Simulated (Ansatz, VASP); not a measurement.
# K in VASP and in Ansatz

```xyz
4
Lattice="2.5406 -8.0457 0.0000 2.5406 8.0457 0.0000 0.0000 0.0000 7.7027" Properties=species:S:1:pos:R:3 pbc="T T T"
K     2.5406    5.8984    7.7207
K     2.5406   -2.1473    3.8333
K     2.5406   -5.8984   -0.0180
K     2.5406    2.1473    3.8693
```

Alike in both runs: functional r2SCAN; k mesh 4 × 4 × 4; occupations gaussian, width 0.1 eV; no spin polarisation.

Ansatz relaxed the structure, and its values are those at the end. VASP's run is a single point on that final structure, the one shown.

|  | VASP | Ansatz |
| --- | --- | --- |
| version | VASP 6.6.1 | Ansatz 0.2.0 |
| potentials or method | VASP PAW PBE potentials, release 64 (K_sv), cutoff 520 eV | scalar-relativistic, plane waves, PAW |
| valence electrons in the cell | 36 | 36 |

|  | VASP | Ansatz | Ansatz less VASP |
| --- | --- | --- | --- |
| gap on the k mesh at the Fermi level (eV) | none | none | - |
| pressure (GPa) | 0.0 | 0.0 | +0.02 |
| rms of the force components (eV/Å) | 0.013 | 0.013 | +0.0001 |

VASP's potentials were made for PBE, not for r2SCAN. A gap of «none» marks a metal or a gap that the smearing closes.
